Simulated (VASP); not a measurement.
# Mo (Im-3m) in VASP: further runs, part 2 of 3

VASP 6.6.1.

## 3. Single point, r2SCAN (volume scaled by 1.12)

POSCAR reads:

```
Mo
1.0
   -1.6371114079      1.6371114079      1.6371114079
    1.6371114079     -1.6371114079      1.6371114079
    1.6371114079      1.6371114079     -1.6371114079
Mo
1
Direct
    0.0000000000      0.0000000000      0.0000000000
```

INCAR.step1 reads:

```
SYSTEM = Mo
  ALGO = Normal
  EDIFF = 1E-4
  ENCUT = 520
  GGA = PE
  ISMEAR = -1
  LASPH = .TRUE.
  LCHARG = .FALSE.
  LREAL = .FALSE.
  LWAVE = .TRUE.
  NBANDS = 13
  NELM = 80
  PREC = Accurate
  SIGMA = 0.1
```

INCAR.step2 reads:

```
SYSTEM = Mo
  ALGO = Normal
  EDIFF = 1E-6
  ENCUT = 520
  ISIF = 2
  ISMEAR = -1
  ISTART = 1
  LASPH = .TRUE.
  LCHARG = .FALSE.
  LMIXTAU = .TRUE.
  LREAL = .FALSE.
  LWAVE = .FALSE.
  METAGGA = R2SCAN
  NBANDS = 13
  NELM = 80
  PREC = Accurate
  SIGMA = 0.1
```

KPOINTS reads:

```
k-points
0
G
  23 23 23
  0 0 0
```

Potentials or basis: VASP PAW PBE potentials, release 64 (Mo_sv).

Started as:

```bash
$ cat potpaw_PBE.64/Mo_sv/POTCAR > POTCAR
$ cp INCAR.step1 INCAR
$ mpirun -np 1 vasp_std > vasp.out
$ cp INCAR.step2 INCAR
$ mpirun -np 1 vasp_std > vasp.out
```

OUTCAR:

```text
SYSTEM = Mo
   EDIFF = 1E-6
   ENCUT = 520
   ISIF = 2
   ISMEAR = -1
   ISTART = 1
   LASPH = .TRUE.
   LREAL = .FALSE.
   METAGGA = R2SCAN
   NELM = 80
   PREC = Accurate

 ion  position               nearest neighbor table
   1  0.000  0.000  0.000-

  LATTYP: Found a body centered cubic cell.
 ALAT       =     3.2742228158

  Lattice vectors:

 A1 = (  -1.6371114079,   1.6371114079,   1.6371114079)
 A2 = (   1.6371114079,  -1.6371114079,   1.6371114079)
 A3 = (   1.6371114079,   1.6371114079,  -1.6371114079)

Analysis of symmetry for initial positions (statically):
=====================================================================
 Subroutine PRICEL returns:
 Original cell was already a primitive cell.

 Routine SETGRP: Setting up the symmetry group for a
 body centered cubic supercell.

 Subroutine GETGRP returns: Found 48 space group operations
 (whereof 48 operations were pure point group operations)
 out of a pool of 48 trial point group operations.

The static configuration has the point symmetry O_h .

Analysis of symmetry for dynamics (positions and initial velocities):
=====================================================================
 Subroutine PRICEL returns:
 Original cell was already a primitive cell.

 Routine SETGRP: Setting up the symmetry group for a
 body centered cubic supercell.

 Subroutine GETGRP returns: Found 48 space group operations
 (whereof 48 operations were pure point group operations)
 out of a pool of 48 trial point group operations.

The dynamic configuration has the point symmetry O_h .

 Subroutine INISYM returns: Found 48 space group operations
 (whereof 48 operations are pure point group operations),
 and found     1 'primitive' translations

----------------------------------------------------------------------------------------

                                     Primitive cell

  volume of cell :      17.5507

  direct lattice vectors                    reciprocal lattice vectors
    -1.637111408  1.637111408  1.637111408     0.000000000  0.305415989  0.305415989
     1.637111408 -1.637111408  1.637111408     0.305415989  0.000000000  0.305415989
     1.637111408  1.637111408 -1.637111408     0.305415989  0.305415989  0.000000000

  length of vectors
     2.835560136  2.835560136  2.835560136     0.431923434  0.431923434  0.431923434

  position of ions in fractional coordinates (direct lattice)
     0.000000000  0.000000000  0.000000000

  ion indices of the primitive-cell ions
   primitive index   ion index
                 1           1

----------------------------------------------------------------------------------------

 KPOINTS: k-points

Automatic generation of k-mesh.
 Grid dimensions read from file:
 generate k-points for:   23   23   23

 Generating k-lattice:

  Cartesian coordinates                     Fractional coordinates (reciprocal lattice)
     0.000000000  0.013278956  0.013278956     0.043478261  0.000000000  0.000000000
     0.013278956  0.000000000  0.013278956     0.000000000  0.043478261  0.000000000
     0.013278956  0.013278956  0.000000000     0.000000000  0.000000000  0.043478261

  Length of vectors
     0.018779280  0.018779280  0.018779280

  Shift w.r.t. Gamma in fractional coordinates (k-lattice)
     0.000000000  0.000000000  0.000000000

 Subroutine IBZKPT returns following result:
 ===========================================

 Found    364 irreducible k-points:

 Following reciprocal coordinates:
            Coordinates               Weight
  0.000000  0.000000  0.000000      1.000000
  0.043478  0.000000  0.000000     12.000000
  0.086957  0.000000  0.000000     12.000000
  0.130435  0.000000  0.000000     12.000000
  0.173913  0.000000  0.000000     12.000000
  0.217391  0.000000  0.000000     12.000000
[... 16 lines left out ...]
  0.478261  0.043478  0.000000     24.000000
  0.086957  0.086957  0.000000     24.000000
 [... further k-points ...]
   k-points           NKPTS =    364   k-points in BZ     NKDIM =    364   number of bands    NBANDS=     13
   number of dos      NEDOS =    301   number of ions     NIONS =      1
   total plane-waves  NPLWV =  13824
   dimension x,y,z NGX =    24 NGY =   24 NGZ =   24
   dimension x,y,z NGXF=    48 NGYF=   48 NGZF=   48
   ions per type =               1
   NGX,Y,Z   is equivalent  to a cutoff of  14.07, 14.07, 14.07 a.u.
   NGXF,Y,Z  is equivalent  to a cutoff of  28.14, 28.14, 28.14 a.u.
 SYSTEM =  Mo
   PREC   = accura    normal or accurate (medium, high low for compatibility)
   ISTART =      1    job   : 0-new  1-cont  2-samecut
   ICHARG =      0    charge: 1-file 2-atom 10-const
   ISPIN  =      1    spin polarized calculation?
   LNONCOLLINEAR =      F non collinear calculations
   LSORBIT =      F    spin-orbit coupling
   LASPH  =      T    aspherical Exc in radial PAW
   ENCUT  =  520.0 eV  38.22 Ry    6.18 a.u.   5.27  5.27  5.27*2*pi/ulx,y,z
   NELM   =     80;   NELMIN=  2; NELMDL=  0     # of ELM steps
   EDIFF  = 0.1E-05   stopping-criterion for ELM
   LREAL  =      F    real-space projection
[... 7 lines left out ...]
   TEBEG  =    0.0;   TEEND  =   0.0 temperature during run
   PSTRESS=    0.0 pullay stress
   NELECT =      14.0000    total number of electrons
   NUPDOWN=      -1.0000    fix difference up-down
   EMIN   =  10.00;   EMAX   =-10.00  energy-range for DOS
   EFERMI =   0.00;   METHOD = LEGACY
   ISMEAR =    -1;   SIGMA  =   0.10  broadening in eV -4-tet -1-fermi 0-gaus
   EFERMI_NEDOS =   21; number of points for ismear=-14 and -15
   IALGO  =     38    algorithm
   IMIX   =      4    mixing-type and parameters
     AMIX     =   0.40;   BMIX     =  1.00
     AMIX_MAG =   1.60;   BMIX_MAG =  1.00
  volume/ion in A,a.u.               =      17.55       118.44
  Fermi-wavevector in a.u.,A,eV,Ry     =   1.518283  2.869138 31.363905  2.305182
  Thomas-Fermi vector in A             =   2.627424
   LORBIT       =      0    0 simple, 1 ext, 2 COOP (PROOUT), +10 PAW based schemes
   METAGGA = R2SCAN    functional components
   LHFCALC =     F    Hartree Fock is set to
   AEXX    =    0.0000 exact exchange contribution
   IVDW    =     0    specifies the selected vdW correction
   LEPSILON=     F    determine dielectric tensor
   LRPA    =     F    only Hartree local field effects (RPA)
 non-spin polarized calculation
  energy-cutoff  :      520.00
  volume of cell :       17.55
 maximum number of plane-waves:       483
 NGX is ok and might be reduce to    24
   NGX = 11   NGY = 11   NGZ = 11

 number of electron      14.0000001 magnetization

 Free energy of the ion-electron system (eV)
  ---------------------------------------------------
  ext. energy  EPLUGINS =         0.00000000
  ---------------------------------------------------
  free energy    TOTEN  =       -25.93775450 eV

  energy without entropy =      -25.91877508  energy(sigma->0) =      -25.92826479

 E-fermi :  10.7602     XC(G=0): -13.9151

 val. band max:       10.7274528538   @ k =  -0.3043   0.3478   0.2174
 cond. band min:      10.7680073585   @ k =  -0.2609   0.2609   0.1304
 fundamental gap:      0.0405545047
 Fermi energy:        10.7601998973

 k-point     1 :       0.0000    0.0000    0.0000
  band No.  band energies     occupation
      1     -52.4748      2.00000
      2     -25.1829      2.00000
      3     -25.1829      2.00000
      4     -25.1829      2.00000
      5       3.5112      2.00000
      6       9.5425      1.99999
      7       9.5425      1.99999
      8       9.5425      1.99999
      9      12.4760      0.00000
     10      12.4760      0.00000
     11      26.0626      0.00000
     12      26.0626      0.00000
     13      26.0626      0.00000

 k-point     2 :       0.0435    0.0000    0.0000
  band No.  band energies     occupation
      1     -52.4715      2.00000
      2     -25.2033      2.00000
      3     -25.1893      2.00000
      4     -25.1830      2.00000
      5       3.5893      2.00000
      6       9.5003      1.99999
      7       9.5360      1.99999
      8       9.6129      1.99998
      9      12.4139      0.00000
     10      12.4769      0.00000
     11      26.1158      0.00000
[... 339 lines left out ...]
 k-point    24 :       0.0870    0.0870    0.0000
  band No.  band energies     occupation
      1     -52.4373      2.00000
      2     -25.4096      2.00000
      3     -25.2356      2.00000
      4     -25.2026      2.00000
      5       4.3906      2.00000
      6       9.1748      2.00000
      7       9.2858      2.00000
      8      10.4204      1.93530
      9      11.9355      0.00002
     10      12.5571      0.00000
     11      26.5845      0.00000
     12      27.1161      0.00000
     13      27.2624      0.00000

 [... further k-points ...]
[... 5 lines left out ...]
  --------------------------------------------------------------------------------------
  -------------------------------------------------------------------------------------
  Total       -2.6224436     -2.6224436     -2.6224436      0.0000000      0.0000000     -0.0000000
  in kB     -239.3988398   -239.3988398   -239.3988398      0.0000000      0.0000000     -0.0000000
  external PRESSURE =    -239.3988398 kB  Pullay stress =       0.0000000 kB

 VOLUME and BASIS-vectors are now :
 -----------------------------------------------------------------------------
  energy-cutoff  :      520.00
  volume of cell :       17.55
      direct lattice vectors                 reciprocal lattice vectors
    -1.637111408  1.637111408  1.637111408     0.000000000  0.305415989  0.305415989
     1.637111408 -1.637111408  1.637111408     0.305415989  0.000000000  0.305415989
     1.637111408  1.637111408 -1.637111408     0.305415989  0.305415989  0.000000000

 POSITION                                       TOTAL-FORCE (eV/Angst)
 -----------------------------------------------------------------------------------
      0.00000      0.00000      0.00000        -0.000000      0.000000      0.000000
 -----------------------------------------------------------------------------------
    total drift:                                0.000000      0.000000     -0.000000

  FREE ENERGIE OF THE ION-ELECTRON SYSTEM (eV)
  ---------------------------------------------------
  free  energy   TOTEN  =       -25.9377544962 eV

  energy  without entropy=      -25.9187750826  energy(sigma->0) =      -25.92826479
```

Run time: 76 s. Hardware: 1 thread of Intel Xeon 6975P-C (Granite Rapids), shared host; peak memory 0.2 GiB.

Results:

```
Free energy            : -25.9378 eV
Pressure               : -23.9 GPa
Band gap on the k mesh : zero (band 7 reaches 14.15 eV, above the bottom of band 8 at 9.54 eV)
```

Caveat: the cell differs from its parent crystal (volume scaled by 1.12); the PAW data sets were made with another functional, which shifts forces and pressure a little.

## 4. Relaxation of cell and atoms, r2SCAN

This run uses another cell than the first one, of 15.59 Å³/atom, 0.921 times its volume.

POSCAR reads:

```
Mo
1.0
   -1.5736500000      1.5736500000      1.5736500000
    1.5736500000     -1.5736500000      1.5736500000
    1.5736500000      1.5736500000     -1.5736500000
Mo
1
Direct
    0.0000000000      0.0000000000      0.0000000000
```

INCAR.step1 reads:

```
SYSTEM = Mo
PREC = Accurate
ENCUT = 600
ISMEAR = -1
SIGMA = 0.1
LREAL = .False.
LASPH = .True.
NELM = 60
GGA = PE
ALGO = Normal
EDIFF = 1E-4
LWAVE = .True.
LCHARG = .False.
```

INCAR.step2 reads:

```
SYSTEM = Mo
PREC = Accurate
ENCUT = 600
EDIFF = 1E-7
ISMEAR = -1
SIGMA = 0.1
LREAL = .False.
LASPH = .True.
NELM = 60
ALGO = Normal
ISIF = 3
LWAVE = .False.
LCHARG = .False.
METAGGA = R2SCAN
LMIXTAU = .True.
IBRION = 2
NSW = 80
EDIFFG = -0.01
ISTART = 1
```

KPOINTS reads:

```
regular mesh
0
Gamma
  14 14 14
  0 0 0
```

Potentials or basis: VASP PAW PBE potentials, release 64 (Mo_sv).

Started as:

```bash
$ cat potpaw_PBE.64/Mo_sv/POTCAR > POTCAR
$ cp INCAR.step1 INCAR
$ mpirun -np 1 vasp_std > vasp.out
$ cp INCAR.step2 INCAR
$ mpirun -np 1 vasp_std > vasp.out
```

OUTCAR:

```text
SYSTEM = Mo
   PREC = Accurate
   ENCUT = 600
   EDIFF = 1E-7
   ISMEAR = -1
   LREAL = .False.
   LASPH = .True.
   NELM = 60
   ISIF = 3
   METAGGA = R2SCAN
   IBRION = 2
   NSW = 80
   EDIFFG = -0.01
   ISTART = 1

 ion  position               nearest neighbor table
   1  0.000  0.000  0.000-

  LATTYP: Found a body centered cubic cell.
 ALAT       =     3.1473000000

  Lattice vectors:

 A1 = (  -1.5736500000,   1.5736500000,   1.5736500000)
 A2 = (   1.5736500000,  -1.5736500000,   1.5736500000)
 A3 = (   1.5736500000,   1.5736500000,  -1.5736500000)

Analysis of symmetry for initial positions (statically):
=====================================================================
 Subroutine PRICEL returns:
 Original cell was already a primitive cell.

 Routine SETGRP: Setting up the symmetry group for a
 body centered cubic supercell.

 Subroutine GETGRP returns: Found 48 space group operations
 (whereof 48 operations were pure point group operations)
 out of a pool of 48 trial point group operations.

The static configuration has the point symmetry O_h .

Analysis of symmetry for dynamics (positions and initial velocities):
=====================================================================
 Subroutine PRICEL returns:
 Original cell was already a primitive cell.

 Routine SETGRP: Setting up the symmetry group for a
 body centered cubic supercell.

 Subroutine GETGRP returns: Found 48 space group operations
 (whereof 48 operations were pure point group operations)
 out of a pool of 48 trial point group operations.

The dynamic configuration has the point symmetry O_h .

 Subroutine INISYM returns: Found 48 space group operations
 (whereof 48 operations are pure point group operations),
 and found     1 'primitive' translations

----------------------------------------------------------------------------------------

                                     Primitive cell

[... 120 lines left out ...]
 non-spin polarized calculation
  energy-cutoff  :      600.00
  volume of cell :       15.59
 maximum number of plane-waves:       539
 NGX is ok and might be reduce to    24
   NGX = 11   NGY = 11   NGZ = 11

--------------------------------------- Ionic step        1  -------------------------------------------

 number of electron      14.0000002 magnetization

 Free energy of the ion-electron system (eV)
  ---------------------------------------------------
  ext. energy  EPLUGINS =         0.00000000
  ---------------------------------------------------
  free energy    TOTEN  =       -26.07717377 eV

  energy without entropy =      -26.05152796  energy(sigma->0) =      -26.06435087

------------------------ aborting loop because EDIFF is reached ----------------------------------------

  FORCE on cell =-STRESS in cart. coord.  units (eV):
  Direction    XX          YY          ZZ          XY          YZ          ZX
  --------------------------------------------------------------------------------------
  -------------------------------------------------------------------------------------
  Total        0.2490614      0.2490614      0.2490614      0.0000000      0.0000000      0.0000000
  in kB       25.5995612     25.5995612     25.5995612      0.0000000      0.0000000      0.0000000
  external PRESSURE =      25.5995612 kB  Pullay stress =       0.0000000 kB
[... 57 lines left out ...]
--------------------------------------- Ionic step        3  -------------------------------------------

 number of electron      14.0000002 magnetization

 Free energy of the ion-electron system (eV)
  ---------------------------------------------------
  ext. energy  EPLUGINS =         0.00000000
  ---------------------------------------------------
  free energy    TOTEN  =       -26.07830524 eV

  energy without entropy =      -26.05289658  energy(sigma->0) =      -26.06560091

 E-fermi :  12.4761     XC(G=0): -14.5987

 val. band max:       12.4584672904   @ k =  -0.2857   0.2857   0.1429
 cond. band min:      12.4847898483   @ k =  -0.3571   0.3571   0.2857
 fundamental gap:      0.0263225579
 Fermi energy:        12.4760843078

 k-point     1 :       0.0000    0.0000    0.0000
  band No.  band energies     occupation
      1     -50.7894      2.00000
      2     -23.2760      2.00000
      3     -23.2760      2.00000
      4     -23.2760      2.00000
      5       4.8020      2.00000
      6      11.0301      2.00000
      7      11.0301      2.00000
      8      11.0301      2.00000
      9      14.3395      0.00000
     10      14.3395      0.00000
     11      27.9315      0.00000
[... 309 lines left out ...]
 k-point    24 :       0.3571    0.2857    0.0000
  band No.  band energies     occupation
      1     -50.4700      2.00000
      2     -24.4079      2.00000
      3     -24.1814      2.00000
      4     -23.4590      2.00000
      5       8.3898      2.00000
      6       9.6460      2.00000
      7      10.4219      2.00000
      8      14.4888      0.00000
      9      14.9903      0.00000
     10      22.1358      0.00000
     11      23.1512      0.00000

 [... further k-points ...]
[... 5 lines left out ...]
  --------------------------------------------------------------------------------------
  -------------------------------------------------------------------------------------
  Total       -0.0016047     -0.0016047     -0.0016047      0.0000000     -0.0000000      0.0000000
  in kB       -0.1634162     -0.1634162     -0.1634162      0.0000000     -0.0000000      0.0000000
  external PRESSURE =      -0.1634162 kB  Pullay stress =       0.0000000 kB
[... 16 lines left out ...]
  FREE ENERGIE OF THE ION-ELECTRON SYSTEM (eV)
  ---------------------------------------------------
  free  energy   TOTEN  =       -26.0783052373 eV

  energy  without entropy=      -26.0528965775  energy(sigma->0) =      -26.06560091

 reached required accuracy - stopping structural energy minimisation
```

It took 73 s on 1 thread of Intel Xeon 6975P-C (Granite Rapids), shared host; peak memory 0.16 GiB.

Results:

* Free energy: -26.0783 eV
* Relaxed volume: 15.73 Å³/atom
* Relaxed cell: a = 2.734 Å, b = 2.734 Å, c = 2.734 Å, α = 109.47°, β = 109.47°, γ = 109.47°
* Space group after relaxing (to 0.05 Å): Im-3m (No. 229)
* Energy gained by relaxing: 1.1 meV/atom
* Ionic steps: 3
* Pressure after relaxing: 0.0 GPa
* Band gap on the k mesh: zero (band 7 reaches 16.54 eV, above the bottom of band 8 at 11.03 eV)

Step by step:
```tsv
step	energy change (eV)	largest force (eV/Å)	pressure (GPa)	volume (Å³)
1	0.0000	0.0000	2.56	15.59
2	0.0082	0.0000	-6.90	16.16
3	-0.0011	0.0000	-0.02	15.73
```

Final structure:
```
Mo
1.0
    -1.57851    1.57851    1.57851
     1.57851   -1.57851    1.57851
     1.57851    1.57851   -1.57851
Mo
1
Cartesian
  0.0000 0.0000 0.0000
```

Caveat: the PAW data sets were made with another functional, which shifts forces and pressure a little. Zero-point motion and thermal expansion aren't in these numbers.

[end of part 2 of 3]
